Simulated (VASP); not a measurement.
Here is a VASP 6.6.1 calculation.

File INCAR:

```
SYSTEM = BN
PREC = Accurate
ENCUT = 520
EDIFF = 1E-7
ISMEAR = 0
SIGMA = 0.05
LREAL = .FALSE.
LASPH = .TRUE.
NELM = 80
ALGO = Normal
ISIF = 2
LWAVE = .FALSE.
LCHARG = .FALSE.
GGA = CA
NBANDS = 16
```

KPOINTS

```
regular mesh
0
G
  12 12 4
  0 0 0
```

POSCAR

```
BN
1.0
    2.4883517152      0.0000000000      0.0000000000
   -1.2441758576      2.1549757989      0.0000000000
    0.0000000000      0.0000000000      6.9713748937
B N
2 2
Direct
    0.3333333333      0.6666666667      0.2500000000
    0.6666666667      0.3333333333      0.7500000000
    0.3333333333      0.6666666667      0.7500000000
    0.6666666667      0.3333333333      0.2500000000
```

Potentials or basis: VASP PAW LDA potentials, release 64 (B, N).

Run with:

```sh
$ cat potpaw_LDA.64/B/POTCAR potpaw_LDA.64/N/POTCAR > POTCAR
$ mpirun -np 1 vasp_std > vasp.out
```

Problem. Predict the band gap on the k mesh.

Solution. 4.18 eV, indirect (least direct gap 4.56 eV).

Problem. What does it give for the pressure?

Solution. 0.1 GPa.

Stress tensor (GPa, compression positive):
```
 0.85  0.00  0.00
 0.00  0.85  0.00
 0.00  0.00 -1.39
```

Caveat: the cell differs from its parent crystal (normal strain along x +0.0000, normal strain along z +0.0733). A k mesh can miss the band edges.
